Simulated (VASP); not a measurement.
Crystal: HgTe.

```
Hg Te
1.0
     0.00000    3.28608    3.28608
     3.28608    0.00000    3.28608
     3.28608    3.28608    0.00000
Hg Te
1 1
Direct
  0.00000 0.00000 0.00000
  0.25000 0.25000 0.25000
```

Base run:

| Quantity | Value |
| --- | --- |
| Program | VASP 6.6.1 |
| Functional | r2SCAN |
| Potentials or basis | VASP PAW PBE potentials, release 64 (Hg, Te) |
| Cutoff | 520 eV |
| k mesh | 10 × 10 × 10 |
| Occupations | gaussian, width 0.05 eV |
| Spin | no spin polarisation |

Its results: band gap on the k mesh zero (filled and empty bands touch); pressure 0.1 GPa.

Problem. The run is repeated on the same cell with these changes: functional from r2SCAN to revPBE. What comes out?

Solution. Band gap on the k mesh zero (filled and empty bands touch); pressure 2.6 GPa.

Caveats: semilocal functionals underestimate gaps, so a narrow gap can read as zero; the PAW data sets were made with another functional, which shifts forces and pressure a little; spin-orbit coupling is left out, which moves the levels of the heavy elements.
